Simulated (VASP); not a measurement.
Set up this calculation in VASP 6.6.1, as the native input.

| Property | Result |
| --- | --- |
| Task | single point |
| Functional | PBEsol |
| Potentials or basis | VASP PAW PBE potentials, release 64 (Os) |
| Cutoff | 520 eV |
| k mesh | 20 × 20 × 12 |
| Occupations | fermi-dirac, width 0.05 eV |
| Spin | no spin polarisation |
| Dipole correction | no |
| Further INCAR settings | ALGO = Normal; EDIFF = 1e-06; NBANDS = 15 |

The structure of Os lies in POSCAR:

```
Os
1.0
    2.7142443555      0.0000000000      0.0000000000
   -1.3571221778      2.3506045640      0.0000000000
    0.0000000000      0.0000000000      4.2865787928
Os
2
Direct
    0.3333333333      0.6666666667      0.2500000000
    0.6666666667      0.3333333333      0.7500000000
```

One way to write it, as run:

INCAR

```
SYSTEM = Os
PREC = Accurate ; ENCUT = 520
EDIFF = 1E-6 ; ISMEAR = -1
SIGMA = 0.05 ; LREAL = .False.
LASPH = .True. ; NELM = 100
ALGO = Normal ; ISIF = 2
LWAVE = .False. ; LCHARG = .False.
GGA = PS ; NBANDS = 15
```

KPOINTS

```
Automatic mesh
0
Gamma
  20 20 12
  0 0 0
```

Potentials or basis: VASP PAW PBE potentials, release 64 (Os).

Command:

```sh
$ cat potpaw_PBE.64/Os/POTCAR > POTCAR
$ mpirun -np 1 vasp_std > vasp.out
```

It gave:

```
Pressure               : 7.7 GPa
Band gap on the k mesh : zero (bands 8 and 9 overlap by 4.11 eV)
```

Caveat: the cell stands under pressure; the PAW data sets were made with another functional, which shifts forces and pressure a little; spin-orbit coupling is left out, which moves the levels of the heavy elements.

It took 2 min on 1 thread of Intel(R) Xeon(R) Platinum 8375C CPU @ 2.90GHz (Ice Lake), on a shared host, peak memory 0.22 GiB.
